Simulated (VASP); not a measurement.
# MgS (P1) in VASP: notebook, part 2 of 2

VASP 6.6.1. Earlier steps stand in the parts before.

## Step 3: Single point, r2SCAN

The input, POSCAR:

```
MgS
1.0
    0.0000000000      5.2030354798      5.2030354798
    5.2030354798      0.0000000000      5.2030354798
    5.2030354798      5.2030354798      0.0000000000
Mg S
8 8
Direct
   -0.0045044859      0.0036668979     -0.0045221679
    0.0015298762     -0.0029600029      0.4917235352
    0.0033998423      0.5036716567     -0.0082103034
   -0.0010034527      0.5008541668      0.5067545686
    0.5018388804      0.0063110275     -0.0013543056
    0.4944754865      0.0029035935      0.5015965219
    0.5050684375      0.5040976580     -0.0053564886
    0.4834185755      0.5040559516      0.5076767226
    0.2453649422      0.2527781148      0.2563072086
    0.2545813891      0.2422568527      0.7498891782
    0.2501398472      0.7521571812      0.2492453694
    0.2456999390      0.7478831377      0.7489188792
    0.7469455119      0.2525862076      0.2475875871
    0.7585325942      0.2418438246      0.7502272501
    0.7556585988      0.7509722959      0.2475953710
    0.7518666777      0.7607055565      0.7469218719
```

The input, INCAR.step1:

```
PREC     = Accurate       # precision mode
ENCUT    = 580            # plane-wave cutoff, eV
ISMEAR   = -1             # smearing method
SIGMA    = 0.02           # smearing width, eV
LREAL    = False          # projectors in reciprocal space
LASPH    = True           # aspherical terms in the spheres
NELM     = 120            # most SCF steps
NBANDS   = 46             # bands
GGA      = PE             # functional
ALGO     = Normal         # electronic algorithm
EDIFF    = 1E-5           # SCF threshold, eV
LWAVE    = True           # write WAVECAR
LCHARG   = False          # write CHGCAR
GGA_COMPAT= False
```

The input, INCAR.step2:

```
PREC     = Accurate       # precision mode
ENCUT    = 580            # plane-wave cutoff, eV
EDIFF    = 1E-6           # SCF threshold, eV
ISMEAR   = -1             # smearing method
SIGMA    = 0.02           # smearing width, eV
LREAL    = False          # projectors in reciprocal space
LASPH    = True           # aspherical terms in the spheres
NELM     = 120            # most SCF steps
ALGO     = Normal         # electronic algorithm
ISIF     = 2              # what is computed and relaxed
LWAVE    = False          # write WAVECAR
LCHARG   = True           # write CHGCAR
METAGGA  = R2SCAN         # meta-GGA
LMIXTAU  = True         
LELF     = True           # ELF
LVHAR    = True         
NBANDS   = 46             # bands
ISTART   = 1            
GGA_COMPAT= False
```

The input, KPOINTS:

```
regular mesh
0
Gamma
  2 2 2
```

Potentials or basis: VASP PAW PBE potentials, release 64 (Mg, S).

The run is started by

```console
$ cat potpaw_PBE.64/Mg/POTCAR potpaw_PBE.64/S/POTCAR > POTCAR
$ cp INCAR.step1 INCAR
$ mpirun -np 1 vasp_std > vasp.out
$ cp INCAR.step2 INCAR
$ mpirun -np 1 vasp_std > vasp.out
```

Run time: 4.5 min. Hardware: 1 thread of Intel Xeon 6975P-C (Granite Rapids), shared host; peak memory 0.57 GiB.

It converged, with:

```
Free energy            : -123.6339 eV
Pressure               : 0.1 GPa
Largest force          : 0.600 eV/Å
Band gap on the k mesh : 3.38 eV
```

Forces on the atoms (eV/Å):
```
Mg   0.098  0.239 -0.143
Mg   0.222 -0.090  0.246
Mg   0.255  0.191 -0.314
Mg  -0.158 -0.267  0.008
Mg   0.099  0.214 -0.121
Mg  -0.321 -0.027  0.125
Mg   0.004  0.031 -0.177
Mg  -0.394  0.190  0.410
S   -0.255 -0.126  0.134
S    0.321 -0.064  0.025
S   -0.160 -0.059  0.039
S   -0.008  0.289  0.252
S    0.085 -0.004  0.153
S    0.325 -0.456  0.115
S    0.136 -0.028 -0.308
S   -0.248 -0.032 -0.443
```

Levels at points of the mesh, in eV from the valence-band top:
```
           k point  band 28  band 29  band 30  band 31  band 32  band 33  band 34  band 35  band 36  band 37
(0.00, 0.00, 0.00)    -0.65    -0.64    -0.03    -0.01     0.00     3.38     3.38     3.39     4.54     4.78
(0.50, 0.00, 0.00)    -1.19    -0.45    -0.42    -0.32    -0.27     4.92     4.93     4.94     5.02     5.04
(0.00, 0.50, 0.00)    -1.22    -0.40    -0.36    -0.34    -0.33     4.92     4.94     4.99     5.00     5.02
(0.00, 0.00, 0.50)    -1.13    -0.51    -0.47    -0.26    -0.22     4.88     4.89     4.90     5.07     5.07
(0.50, 0.50, 0.50)    -1.17    -0.43    -0.42    -0.31    -0.30     4.91     4.93     4.95     5.01     5.05
(0.50, 0.50, 0.00)    -1.02    -0.71    -0.68    -0.66    -0.60     5.62     5.67     5.84     5.85     6.01
(0.00, 0.50, 0.50)    -1.02    -0.72    -0.66    -0.64    -0.62     5.61     5.67     5.85     5.85     6.04
(0.50, 0.00, 0.50)    -1.02    -0.70    -0.68    -0.66    -0.58     5.61     5.66     5.84     5.84     5.98
```

Caveat: the k points lie up to 0.52 Å⁻¹ apart; the atoms stand as in a frame of molecular dynamics; the PAW data sets were made with another functional, which shifts forces and pressure a little. r2SCAN opens gaps a little over a GGA but as a rule still falls short of measured ones.

## Step 4: Single point, r2SCAN

The input, POSCAR:

```
MgS
1.0
    0.0000000000      5.2030354798      5.2030354798
    5.2030354798      0.0000000000      5.2030354798
    5.2030354798      5.2030354798      0.0000000000
Mg S
8 8
Direct
   -0.0055643480      0.0057194498     -0.0066788897
    0.0011666267     -0.0022394620      0.4879344010
    0.0041978380      0.5049751266     -0.0108579886
   -0.0013489241      0.5030218437      0.5071907563
    0.5015625994      0.0086290013     -0.0004072623
    0.4922396762      0.0035197723      0.5017898706
    0.5061557835      0.5049645558     -0.0060531011
    0.4780814987      0.5061658738      0.5103843728
    0.2445860700      0.2544174463      0.2572515612
    0.2555994487      0.2396057080      0.7506714139
    0.2511871205      0.7529569066      0.2482832387
    0.2449005979      0.7476123342      0.7469855847
    0.7468829523      0.2537527382      0.2472926631
    0.7608646943      0.2392839728      0.7502902902
    0.7575126126      0.7519147265      0.2463252471
    0.7528661904      0.7646906340      0.7452790808
```

The input, INCAR.step1:

```
SYSTEM = MgS
PREC     = Accurate       ! precision mode
ENCUT    = 580            ! plane-wave cutoff, eV
ISMEAR   = -1             ! smearing method
SIGMA    = 0.02           ! smearing width, eV
LREAL    = .False.        ! projectors in reciprocal space
LASPH    = .True.         ! aspherical terms in the spheres
NELM     = 120            ! most SCF steps
NBANDS   = 46             ! bands
GGA      = PE             ! functional
ALGO     = Normal         ! electronic algorithm
EDIFF    = 1E-5           ! SCF threshold, eV
LWAVE    = .True.         ! write WAVECAR
LCHARG   = .False.        ! write CHGCAR
GGA_COMPAT= .False.
```

The input, INCAR.step2:

```
SYSTEM = MgS
PREC     = Accurate       ! precision mode
ENCUT    = 580            ! plane-wave cutoff, eV
EDIFF    = 1E-6           ! SCF threshold, eV
ISMEAR   = -1             ! smearing method
SIGMA    = 0.02           ! smearing width, eV
LREAL    = .False.        ! projectors in reciprocal space
LASPH    = .True.         ! aspherical terms in the spheres
NELM     = 120            ! most SCF steps
ALGO     = Normal         ! electronic algorithm
ISIF     = 2              ! what is computed and relaxed
LWAVE    = .False.        ! write WAVECAR
LCHARG   = .False.        ! write CHGCAR
METAGGA  = R2SCAN         ! meta-GGA
LMIXTAU  = .True.       
NBANDS   = 46             ! bands
ISTART   = 1            
GGA_COMPAT= .False.
```

The input, KPOINTS:

```
Automatic mesh
0
Gamma
  2 2 2
  0 0 0
```

The run is started by

```console
$ cat potpaw_PBE.64/Mg/POTCAR potpaw_PBE.64/S/POTCAR > POTCAR
$ cp INCAR.step1 INCAR
$ mpirun -np 1 vasp_std > vasp.out
$ cp INCAR.step2 INCAR
$ mpirun -np 1 vasp_std > vasp.out
```

It took 4.5 min on 1 thread of Intel Xeon 6975P-C (Granite Rapids), shared host; peak memory 0.58 GiB.

Results (log left out):

- Free energy: -123.5429 eV
- Pressure: 0.2 GPa
- Largest force: 0.787 eV/Å
- Band gap on the k mesh: 3.36 eV

Forces in eV/Å, atoms in the order of the input:
```
Mg   0.120  0.324 -0.190
Mg   0.298 -0.076  0.310
Mg   0.323  0.222 -0.395
Mg  -0.187 -0.303 -0.029
Mg   0.072  0.251 -0.132
Mg  -0.388  0.002  0.187
Mg  -0.014  0.030 -0.175
Mg  -0.564  0.249  0.488
S   -0.302 -0.158  0.156
S    0.401 -0.117  0.065
S   -0.205 -0.086  0.031
S    0.065  0.387  0.320
S    0.092 -0.058  0.169
S    0.438 -0.600  0.192
S    0.173 -0.023 -0.372
S   -0.322 -0.043 -0.624
```

Levels at points of the mesh, in eV from the valence-band top:
| k point | band 28 | band 29 | band 30 | band 31 | band 32 | band 33 | band 34 | band 35 | band 36 | band 37 |
| --- | --- | --- | --- | --- | --- | --- | --- | --- | --- | --- |
| (0.00, 0.00, 0.00) | -0.66 | -0.65 | -0.05 | -0.03 | 0.00 | 3.36 | 3.37 | 3.37 | 4.50 | 4.74 |
| (0.50, 0.00, 0.00) | -1.18 | -0.49 | -0.46 | -0.32 | -0.24 | 4.88 | 4.89 | 4.90 | 5.02 | 5.04 |
| (0.00, 0.50, 0.00) | -1.23 | -0.43 | -0.38 | -0.35 | -0.33 | 4.88 | 4.91 | 4.96 | 4.99 | 5.00 |
| (0.00, 0.00, 0.50) | -1.13 | -0.55 | -0.50 | -0.27 | -0.21 | 4.83 | 4.86 | 4.86 | 5.06 | 5.07 |
| (0.50, 0.50, 0.50) | -1.17 | -0.45 | -0.44 | -0.32 | -0.30 | 4.86 | 4.90 | 4.92 | 4.99 | 5.05 |
| (0.50, 0.50, 0.00) | -1.03 | -0.73 | -0.70 | -0.65 | -0.59 | 5.58 | 5.64 | 5.81 | 5.83 | 5.95 |
| (0.00, 0.50, 0.50) | -1.03 | -0.74 | -0.66 | -0.65 | -0.61 | 5.56 | 5.65 | 5.82 | 5.82 | 5.99 |
| (0.50, 0.00, 0.50) | -1.04 | -0.72 | -0.70 | -0.66 | -0.55 | 5.57 | 5.63 | 5.81 | 5.82 | 5.91 |

Caveat: the k points lie up to 0.52 Å⁻¹ apart; the atoms stand as in a frame of molecular dynamics; the PAW data sets were made with another functional, which shifts forces and pressure a little.

## Step 5: Summary

```tsv
cell	gap on the mesh (eV)	pressure (GPa)	largest force (eV/Å)
as given, atomic positions A	3.40	0.0	0.31
as given, atomic positions B	3.38	0.1	0.60
as given, atomic positions C	3.36	0.2	0.79
```

Alike in all rows: task single point; level r2SCAN; potentials or basis VASP PAW PBE potentials, release 64 (Mg, S); no spin polarisation; k mesh 2 × 2 × 2; cutoff (eV) 580; smearing fermi-dirac 0.02 eV.

Caveats: all runs use coarse meshes; the atoms stand as in a frame of molecular dynamics; the PAW data sets were made with another functional, which shifts forces and pressure a little.

Absolute energies hang on the potentials; compare differences alone.
